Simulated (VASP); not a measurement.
# Se (Fd-3m) in VASP: notebook

The runs below take Se through single point, relaxation of cell and atoms, with PBE.

All numbers are computed with VASP 6.6.1; they aren't measurements. Logs are shortened: lines on timing, memory, paths and dates and some standing lists are left out, and cuts for length are marked.

### 1 The cell of the first run

It takes space group Fd-3m (No. 227, cubic). Conventional cell: a = 5.609 Å, b = 5.609 Å, c = 5.609 Å, α = 90.00°, β = 90.00°, γ = 90.00°. Within 3.2 Å of Se (site symmetry -43m) lie 4 Se at 2.43 Å.

### 2 Single point, PBE

Contents of INCAR:

```
SYSTEM = Se
  PREC = Accurate
  ENCUT = 520
  EDIFF = 1E-7
  ISMEAR = -1
  SIGMA = 0.1
  LREAL = .False.
  LASPH = .True.
  NELM = 80
  ALGO = Normal
  ISIF = 2
  LWAVE = .False.
  LCHARG = .False.
  GGA = PE
  NBANDS = 13
```

Contents of KPOINTS:

```
regular mesh
0
Gamma
  12 12 12
  0 0 0
```

Contents of POSCAR:

```
Se
1.0
    0.0000000000      2.8045841558      2.8045841558
    2.8045841558      0.0000000000      2.8045841558
    2.8045841558      2.8045841558      0.0000000000
Se
2
Direct
   -0.1250000000     -0.1250000000     -0.1250000000
    0.1250000000      0.1250000000      0.1250000000
```

Potentials or basis: VASP PAW PBE potentials, release 64 (Se).

The run is started by

```sh
> cat potpaw_PBE.64/Se/POTCAR > POTCAR
> mpirun -np 1 vasp_std > vasp.out
```

OUTCAR:

```text
SYSTEM = Se
   PREC = Accurate
   ENCUT = 520
   EDIFF = 1E-7
   ISMEAR = -1
   LREAL = .False.
   LASPH = .True.
   NELM = 80
   ISIF = 2
   GGA = PE

 ion  position               nearest neighbor table
   1  0.875  0.875  0.875-   2 2.43   2 2.43   2 2.43   2 2.43
   2  0.125  0.125  0.125-   1 2.43   1 2.43   1 2.43   1 2.43

  LATTYP: Found a face centered cubic cell.
 ALAT       =     5.6091683116

  Lattice vectors:

 A1 = (   0.0000000000,   2.8045841558,   2.8045841558)
 A2 = (   2.8045841558,   0.0000000000,   2.8045841558)
 A3 = (   2.8045841558,   2.8045841558,   0.0000000000)

Analysis of symmetry for initial positions (statically):
=====================================================================
 Subroutine PRICEL returns:
 Original cell was already a primitive cell.

 Routine SETGRP: Setting up the symmetry group for a
 face centered cubic supercell.

 Subroutine GETGRP returns: Found 48 space group operations
 (whereof 12 operations were pure point group operations)
 out of a pool of 48 trial point group operations.

The static configuration has the point symmetry D_3d.
 The point group associated with its full space group is O_h .

Analysis of symmetry for dynamics (positions and initial velocities):
=====================================================================
 Subroutine PRICEL returns:
 Original cell was already a primitive cell.

 Routine SETGRP: Setting up the symmetry group for a
 face centered cubic supercell.

 Subroutine GETGRP returns: Found 48 space group operations
 (whereof 12 operations were pure point group operations)
 out of a pool of 48 trial point group operations.

The dynamic configuration has the point symmetry D_3d.
 The point group associated with its full space group is O_h .

 Subroutine INISYM returns: Found 48 space group operations
 (whereof 12 operations are pure point group operations),
 and found     1 'primitive' translations

----------------------------------------------------------------------------------------

                                     Primitive cell

  volume of cell :      44.1200

  direct lattice vectors                    reciprocal lattice vectors
     0.000000000  2.804584156  2.804584156    -0.178279550  0.178279550  0.178279550
     2.804584156  0.000000000  2.804584156     0.178279550 -0.178279550  0.178279550
     2.804584156  2.804584156  0.000000000     0.178279550  0.178279550 -0.178279550

  length of vectors
     3.966280950  3.966280950  3.966280950     0.308789238  0.308789238  0.308789238

  position of ions in fractional coordinates (direct lattice)
     0.875000000  0.875000000  0.875000000
     0.125000000  0.125000000  0.125000000

  ion indices of the primitive-cell ions
   primitive index   ion index
                 1           1
                 2           2

----------------------------------------------------------------------------------------

 KPOINTS: regular mesh

Automatic generation of k-mesh.
 Grid dimensions read from file:
 generate k-points for:   12   12   12

 Generating k-lattice:

  Cartesian coordinates                     Fractional coordinates (reciprocal lattice)
    -0.014856629  0.014856629  0.014856629     0.083333333  0.000000000  0.000000000
     0.014856629 -0.014856629  0.014856629     0.000000000  0.083333333  0.000000000
     0.014856629  0.014856629 -0.014856629     0.000000000  0.000000000  0.083333333

  Length of vectors
     0.025732436  0.025732436  0.025732436

  Shift w.r.t. Gamma in fractional coordinates (k-lattice)
     0.000000000  0.000000000  0.000000000

 Subroutine IBZKPT returns following result:
 ===========================================

 Found     72 irreducible k-points:

 Following reciprocal coordinates:
            Coordinates               Weight
  0.000000  0.000000  0.000000      1.000000
  0.083333  0.000000  0.000000      8.000000
  0.166667  0.000000  0.000000      8.000000
  0.250000  0.000000  0.000000      8.000000
  0.333333  0.000000  0.000000      8.000000
  0.416667  0.000000  0.000000      8.000000
[... 16 lines left out ...]
  0.500000  0.166667  0.000000     24.000000
 -0.416667  0.166667  0.000000     24.000000
 [... further k-points ...]
   k-points           NKPTS =     72   k-points in BZ     NKDIM =     72   number of bands    NBANDS=     13
   number of dos      NEDOS =    301   number of ions     NIONS =      2
   total plane-waves  NPLWV =  27000
   dimension x,y,z NGX =    30 NGY =   30 NGZ =   30
   dimension x,y,z NGXF=    60 NGYF=   60 NGZF=   60
   ions per type =               2
   NGX,Y,Z   is equivalent  to a cutoff of  12.57, 12.57, 12.57 a.u.
   NGXF,Y,Z  is equivalent  to a cutoff of  25.15, 25.15, 25.15 a.u.
 SYSTEM =  Se
   PREC   = accura    normal or accurate (medium, high low for compatibility)
   ISTART =      0    job   : 0-new  1-cont  2-samecut
   ICHARG =      2    charge: 1-file 2-atom 10-const
   ISPIN  =      1    spin polarized calculation?
[... 59 lines left out ...]

 k-point     1 :       0.0000    0.0000    0.0000
  band No.  band energies     occupation
      1     -12.5204      2.00000
      2      -3.1608      2.00000
      3       0.8544      2.00000
      4       0.8544      2.00000
      5       0.8544      2.00000
      6       4.2601      2.00000
      7       4.2601      2.00000
      8       4.2601      2.00000
      9       9.9587      0.00000
     10      12.8623      0.00000
     11      12.8623      0.00000
     12      15.3138      0.00000
     13      15.3138      0.00000

 k-point     2 :       0.0833    0.0000    0.0000
  band No.  band energies     occupation
      1     -12.4490      2.00000
      2      -3.5353      2.00000
      3       0.7513      2.00000
      4       0.7513      2.00000
      5       0.9651      2.00000
      6       4.4148      1.99999
      7       4.4148      1.99999
      8       4.4342      1.99999
      9      10.2861      0.00000
     10      12.5643      0.00000
     11      12.5643      0.00000
     12      15.0097      0.00000
     13      15.9086      0.00000

 k-point     3 :       0.1667    0.0000    0.0000
  band No.  band energies     occupation
      1     -12.2394      2.00000
      2      -4.4108      2.00000
      3       0.5073      2.00000
      4       0.5073      2.00000
      5       1.0483      2.00000
      6       4.7878      1.99960
      7       4.7878      1.99960
      8       5.0511      1.99450
      9      11.0744      0.00000
     10      12.1598      0.00000
     11      12.1598      0.00000
     12      14.5532      0.00000
     13      17.2100      0.00000

 k-point     4 :       0.2500    0.0000    0.0000
  band No.  band energies     occupation
      1     -11.9083      2.00000
      2      -5.4444      2.00000
      3       0.2334      2.00000
      4       0.2334      2.00000
      5       0.9426      2.00000
      6       5.2010      1.97561
      7       5.2010      1.97561
      8       6.1036      0.01930
      9      11.7543      0.00000
     10      12.0756      0.00000
     11      12.0756      0.00000
     12      14.5767      0.00000
     13      18.6858      0.00000

 k-point     5 :       0.3333    0.0000    0.0000
  band No.  band energies     occupation
      1     -11.4963      2.00000
      2      -6.4283      2.00000
      3       0.0035      2.00000
      4       0.0035      2.00000
      5       0.7639      2.00000
      6       5.5137      1.56047
      7       5.5137      1.56047
      8       7.3884      0.00000
      9      11.9191      0.00000
     10      12.4556      0.00000
     11      12.4556      0.00000
     12      14.8091      0.00000
     13      18.2800      0.00000
[... 257 lines left out ...]
 k-point    22 :       0.4167    0.1667    0.0000
  band No.  band energies     occupation
      1     -11.0948      2.00000
      2      -7.0637      2.00000
      3      -1.1788      2.00000
      4      -0.5764      2.00000
      5       2.4087      2.00000
      6       4.8700      1.99910
      7       6.6442      0.00009
      8       7.4270      0.00000
      9      11.6318      0.00000
     10      12.7182      0.00000
     11      14.2263      0.00000
     12      15.3237      0.00000
     13      16.4156      0.00000

 k-point    23 :       0.5000    0.1667    0.0000
  band No.  band energies     occupation
      1     -10.7363      2.00000
      2      -7.6443      2.00000
      3      -1.4640      2.00000
      4      -0.5666      2.00000
      5       2.2939      2.00000
      6       5.4133      1.81292
      7       6.5935      0.00015
      8       8.0758      0.00000
      9      11.8030      0.00000
     10      12.9478      0.00000
     11      14.0945      0.00000
     12      14.7363      0.00000
     13      16.0036      0.00000

 k-point    24 :      -0.4167    0.1667    0.0000
  band No.  band energies     occupation
      1     -10.6787      2.00000
      2      -7.7305      2.00000
      3      -1.5920      2.00000
      4      -0.4457      2.00000
      5       2.2284      2.00000
      6       5.7259      0.59682
      7       6.3872      0.00114
      8       8.3455      0.00000
      9      11.3982      0.00000
     10      12.8922      0.00000
     11      13.6318      0.00000
     12      14.9821      0.00000
     13      17.2878      0.00000

 [... further k-points ...]
[... 5 lines left out ...]
  --------------------------------------------------------------------------------------
  -------------------------------------------------------------------------------------
  Total        8.0626168      8.0626168      8.0626168      0.0000000     -0.0000000      0.0000000
  in kB      292.7865880    292.7865880    292.7865880      0.0000000     -0.0000000      0.0000000
  external PRESSURE =     292.7865880 kB  Pullay stress =       0.0000000 kB

 VOLUME and BASIS-vectors are now :
 -----------------------------------------------------------------------------
  energy-cutoff  :      520.00
  volume of cell :       44.12
      direct lattice vectors                 reciprocal lattice vectors
     0.000000000  2.804584156  2.804584156    -0.178279550  0.178279550  0.178279550
     2.804584156  0.000000000  2.804584156     0.178279550 -0.178279550  0.178279550
     2.804584156  2.804584156  0.000000000     0.178279550  0.178279550 -0.178279550

 POSITION                                       TOTAL-FORCE (eV/Angst)
 -----------------------------------------------------------------------------------
      4.90802      4.90802      4.90802        -0.000000     -0.000000     -0.000000
      0.70115      0.70115      0.70115         0.000000      0.000000      0.000000
 -----------------------------------------------------------------------------------
    total drift:                               -0.000000      0.000000      0.000000

  FREE ENERGIE OF THE ION-ELECTRON SYSTEM (eV)
  ---------------------------------------------------
  free  energy   TOTEN  =        -4.7104095089 eV

  energy  without entropy=       -4.6601403525  energy(sigma->0) =       -4.68527493
```

It took 18 s on 1 thread of Intel Xeon 6975P-C (Granite Rapids), shared host; peak memory 0.18 GiB.

Results:

| Property | Result |
| --- | --- |
| Free energy | -4.7104 eV |
| Pressure | 29.3 GPa |
| Band gap on the k mesh | zero (band 6 reaches 6.20 eV, above the bottom of band 7 at 4.26 eV) |

Levels at points of the mesh, in eV from the Fermi level:
```csv
k point,band 4,band 5,band 6,band 7,band 8,band 9
"(0.00, 0.00, 0.00)",-4.79,-4.79,-1.38,-1.38,-1.38,4.32
"(0.50, 0.00, 0.00)",-5.84,-5.07,0.09,0.09,3.54,6.82
"(0.50, 0.50, 0.00)",-7.03,-2.68,-2.68,3.71,3.71,6.95
```

### 3 Relaxation of cell and atoms, PBE, target pressure 29 GPa, at which the enthalpy is minimised

This run uses another cell than the first one, of 18.46 Å³/atom, 0.837 times its volume.

Contents of INCAR:

```
SYSTEM = Se
PREC     = Accurate       ! precision mode
ENCUT    = 600            ! plane-wave cutoff, eV
EDIFF    = 1E-6           ! SCF threshold, eV
ISMEAR   = -1             ! smearing method
SIGMA    = 0.1            ! smearing width, eV
LREAL    = .FALSE.        ! projectors in reciprocal space
LASPH    = .TRUE.         ! aspherical terms in the spheres
NELM     = 100            ! most SCF steps
ALGO     = Normal         ! electronic algorithm
ISIF     = 3              ! what is computed and relaxed
LWAVE    = .FALSE.        ! write WAVECAR
LCHARG   = .FALSE.        ! write CHGCAR
GGA      = PE             ! functional
IBRION   = 2              ! ionic algorithm
NSW      = 60             ! ionic steps
EDIFFG   = -0.005         ! ionic threshold
PSTRESS  = 290.0
```

Contents of KPOINTS:

```
Automatic mesh
0
G
  12 12 12
  0 0 0
```

Contents of POSCAR:

```
Se
1.0
    0.0000000000      2.6427388278      2.6427388278
    2.6427388278      0.0000000000      2.6427388278
    2.6427388278      2.6427388278      0.0000000000
Se
2
Direct
   -0.1250000000     -0.1250000000     -0.1250000000
    0.1250000000      0.1250000000      0.1250000000
```

Potentials or basis: VASP PAW PBE potentials, release 64 (Se).

The run is started by

```sh
> cat potpaw_PBE.64/Se/POTCAR > POTCAR
> mpirun -np 1 vasp_std > vasp.out
```

Wall time 98 s (1 thread of Intel Xeon 6975P-C (Granite Rapids), shared host); peak memory 0.19 GiB.

The run converged. Its results:

```yaml
Free_energy: -4.7267 eV
Relaxed_volume: 22.11 Å³/atom
Relaxed_cell: a = 3.969 Å, b = 3.969 Å, c = 3.969 Å, α = 60.00°, β = 60.00°, γ = 60.00°
Space_group_after_relaxing_to_0.05_Å: Fd-3m (No. 227)
Energy_change_on_relaxing_the_enthalpy_is_what_falls: -990.0 meV/atom
Ionic_steps: 21
Pressure_after_relaxing: 29.0 GPa
Band_gap_on_the_k_mesh: zero (band 6 reaches 6.17 eV, above the bottom of band 7 at 4.24 eV)
```

Step by step:
```
step  energy change (eV)  largest force (eV/Å)  pressure (GPa)  volume (Å³)
   1              0.0000                0.0000           61.79        36.91
   2             -3.2608                0.0000            1.70        60.99
   3             -2.1177                0.0000           26.62        45.00
   4             -1.9973                0.0000           28.71        44.31
   5             -1.9690                0.0000           29.17        44.15
   6             -1.9691                0.0000           29.19        44.15
   7             -1.9696                0.0000           29.18        44.15
   8             -1.9696                0.0000           29.18        44.15
   9             -1.9696                0.0000           29.17        44.15
  10             -1.9696                0.0000           29.17        44.15
  11             -1.9696                0.0000           29.17        44.15
  12             -1.9696                0.0000           29.17        44.15
  13             -1.9697                0.0000           29.17        44.15
  14             -1.9698                0.0000           29.17        44.15
  15             -1.9701                0.0000           29.17        44.16
  16             -1.9706                0.0000           29.17        44.16
  17             -1.9716                0.0000           29.16        44.16
  18             -1.9737                0.0000           29.10        44.18
  19             -1.9778                0.0000           29.04        44.20
  20             -1.9859                0.0000           28.90        44.24
  21             -1.9799                0.0000           28.99        44.21
```

Final structure:
```
Se
1.0
     0.00000    2.80650    2.80650
     2.80650    0.00000    2.80650
     2.80650    2.80650    0.00000
Se
2
Direct
  0.87500 0.87500 0.87500
  0.12500 0.12500 0.12500
```

Levels at points of the mesh, in eV from the Fermi level:
```csv
k point,band 3,band 4,band 5,band 6,band 7,band 8,band 9,band 10
"(0.00, 0.00, 0.00)",-4.78,-4.78,-4.78,-1.38,-1.38,-1.38,4.32,7.22
"(0.50, 0.00, 0.00)",-5.83,-5.83,-5.07,0.09,0.09,3.53,6.82,7.22
"(0.50, 0.50, 0.00)",-7.01,-7.01,-2.68,-2.68,3.70,3.70,6.95,6.95
```

Caveat: the cell is relaxed towards a set pressure, so the enthalpy falls and the energy may rise; the volume moved by over 15 % at a fixed basis, so the end points are rough.

### 4 Relaxation of cell and atoms, PBE, target pressure 29 GPa, at which the enthalpy is minimised

Contents of INCAR:

```
SYSTEM = Se
  PREC = Accurate
  ENCUT = 600
  EDIFF = 1E-6
  ISMEAR = -1
  SIGMA = 0.1
  LREAL = .False.
  LASPH = .True.
  NELM = 100
  ALGO = Normal
  ISIF = 3
  LWAVE = .False.
  LCHARG = .False.
  GGA = PE
  IBRION = 2
  NSW = 32
  EDIFFG = -0.005
  PSTRESS = 290.0
```

Contents of KPOINTS:

```
regular mesh
0
Gamma
  12 12 12
  0 0 0
```

Contents of POSCAR:

```
Se
1.0
    0.0000000000      2.8045841558      2.8045841558
    2.8045841558      0.0000000000      2.8045841558
    2.8045841558      2.8045841558      0.0000000000
Se
2
Direct
   -0.1250000000     -0.1250000000     -0.1250000000
    0.1250000000      0.1250000000      0.1250000000
```

The run is started by

```sh
> cat potpaw_PBE.64/Se/POTCAR > POTCAR
> mpirun -np 1 vasp_std > vasp.out
```

Wall time 84 s (1 thread of Oxide Virtual Turin-like, shared host); peak memory 0.17 GiB.

The run converged. Its results:

```yaml
Free_energy: -4.7263 eV
Relaxed_volume: 22.10 Å³/atom
Relaxed_cell: a = 3.969 Å, b = 3.969 Å, c = 3.969 Å, α = 60.00°, β = 60.00°, γ = 60.00°
Space_group_after_relaxing_to_0.05_Å: Fd-3m (No. 227)
Energy_change_on_relaxing_the_enthalpy_is_what_falls: -7.8 meV/atom
Ionic_steps: 3
Pressure_after_relaxing: 29.0 GPa
Band_gap_on_the_k_mesh: zero (band 6 reaches 6.17 eV, above the bottom of band 7 at 4.24 eV)
```

The path:
```
step  energy change (eV)  largest force (eV/Å)  pressure (GPa)  volume (Å³)
   1              0.0000                0.0000           29.27        44.12
   2             -0.0435                0.0000           28.53        44.36
   3             -0.0157                0.0000           28.99        44.21
```

Final structure:
```cif
data_structure
_symmetry_space_group_name_H-M 'P 1'
_symmetry_Int_Tables_number 1
_cell_length_a 3.9689
_cell_length_b 3.9689
_cell_length_c 3.9689
_cell_angle_alpha 60.000
_cell_angle_beta 60.000
_cell_angle_gamma 60.000
_cell_volume 44.21
loop_
_atom_site_label
_atom_site_type_symbol
_atom_site_fract_x
_atom_site_fract_y
_atom_site_fract_z
_atom_site_occupancy
Se1 Se 0.87500 0.87500 0.87500 1
Se2 Se 0.12500 0.12500 0.12500 1
```

Levels at points of the mesh, in eV from the Fermi level:
| k point | band 2 | band 3 | band 4 | band 5 | band 6 | band 7 | band 8 | band 9 | band 10 |
| --- | --- | --- | --- | --- | --- | --- | --- | --- | --- |
| (0.00, 0.00, 0.00) | -8.81 | -4.78 | -4.78 | -4.78 | -1.38 | -1.38 | -1.38 | 4.32 | 7.22 |
| (0.50, 0.00, 0.00) | -13.13 | -5.83 | -5.83 | -5.07 | 0.09 | 0.09 | 3.53 | 6.82 | 7.22 |
| (0.50, 0.50, 0.00) | -14.92 | -7.01 | -7.01 | -2.68 | -2.68 | 3.70 | 3.70 | 6.95 | 6.95 |

Caveat: the cell is relaxed towards a set pressure, so the enthalpy falls and the energy may rise.

### 5 The runs side by side

| task | cell | cutoff (eV) | gap on the mesh (eV) | pressure (GPa) |
| --- | --- | --- | --- | --- |
| single point | a = 3.966 Å, angles 60.0°, 2 atoms | 520 | none | 29.3 |
| relaxation of cell and atoms | relaxed to 29 GPa from a = 3.737 Å, angles 60.0°, 2 atoms | 600 | none | 29.0 |
| relaxation of cell and atoms | relaxed to 29 GPa from a = 3.966 Å, angles 60.0°, 2 atoms | 600 | none | 29.0 |

Alike in all rows: level PBE; potentials or basis VASP PAW PBE potentials, release 64 (Se); no spin polarisation; k mesh 12 × 12 × 12; smearing fermi-dirac 0.1 eV.

Caveats: the cell is relaxed towards a set pressure, so the enthalpy falls and the energy may rise (some runs); the volume moved by over 15 % at a fixed basis, so the end points are rough (some runs).

Absolute energies hang on the potentials; compare differences alone.
